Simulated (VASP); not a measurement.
Write the native input for VASP 6.6.1 that does the following.

* Task: density of states
* Functional: PBE
* Potentials or basis: VASP PAW PBE potentials, release 64 (Hf_pv, C)
* Cutoff: 520 eV
* k mesh: 14 × 14 × 14
* Occupations: fermi-dirac, width 0.08 eV
* Spin: no spin polarisation
* Dipole correction: no
* k mesh for the DOS: 21 × 21 × 21
* Occupations for the DOS: tetrahedron
* Further INCAR settings: ALGO = Normal; EDIFF = 1e-07

Crystal: HfC (CsCl type).

```xyz
2
Lattice="2.7804 0.0000 0.0000 0.0000 2.7804 0.0000 0.0000 0.0000 2.7804" Properties=species:S:1:pos:R:3 pbc="T T T"
Hf    0.0000    0.0000    0.0000
C     1.3902    1.3902    1.3902
```

This cell differs from its parent crystal: volume scaled by 0.88.

One way to write it, as run:

POSCAR

```
HfC
1.0
    2.7804177010      0.0000000000      0.0000000000
    0.0000000000      2.7804177010      0.0000000000
    0.0000000000      0.0000000000      2.7804177010
Hf C
1 1
Direct
    0.0000000000      0.0000000000      0.0000000000
    0.5000000000      0.5000000000      0.5000000000
```

INCAR.step1

```
SYSTEM = HfC
ALGO = Normal
EDIFF = 1E-7
ENCUT = 520
GGA = PE
ISIF = 2
ISMEAR = -1
LASPH = .True.
LCHARG = .True.
LMAXMIX = 4
LREAL = .False.
LWAVE = .False.
NBANDS = 14
NELM = 60
PREC = Accurate
SIGMA = 0.08
```

KPOINTS.step1

```
k-points
0
Gamma
  14 14 14
  0 0 0
```

INCAR.step2

```
SYSTEM = HfC
ALGO = Normal
EDIFF = 1E-7
ENCUT = 520
GGA = PE
ICHARG = 11
ISIF = 2
ISMEAR = -5
LASPH = .True.
LCHARG = .False.
LMAXMIX = 4
LORBIT = 11
LREAL = .False.
LWAVE = .False.
NEDOS = 2001
NELM = 60
PREC = Accurate
SIGMA = 0.08
```

KPOINTS.step2

```
k-points
0
Gamma
  21 21 21
  0 0 0
```

Potentials or basis: VASP PAW PBE potentials, release 64 (Hf_pv, C).

Launch:

```bash
$ cat potpaw_PBE.64/Hf_pv/POTCAR potpaw_PBE.64/C/POTCAR > POTCAR
$ cp INCAR.step1 INCAR
$ cp KPOINTS.step1 KPOINTS
$ mpirun -np 1 vasp_std > vasp.out
$ cp INCAR.step2 INCAR
$ cp KPOINTS.step2 KPOINTS
$ mpirun -np 1 vasp_std > vasp.out
```

Results of the run:

- Valence electrons inside the program's atomic spheres: Hf 8.88; C 2.38

Caveat: spin-orbit coupling is left out, which moves the levels of the heavy elements.

Wall time 2.7 min on 1 thread of AMD EPYC 7R13, with other jobs on the host, peak memory 0.17 GiB.
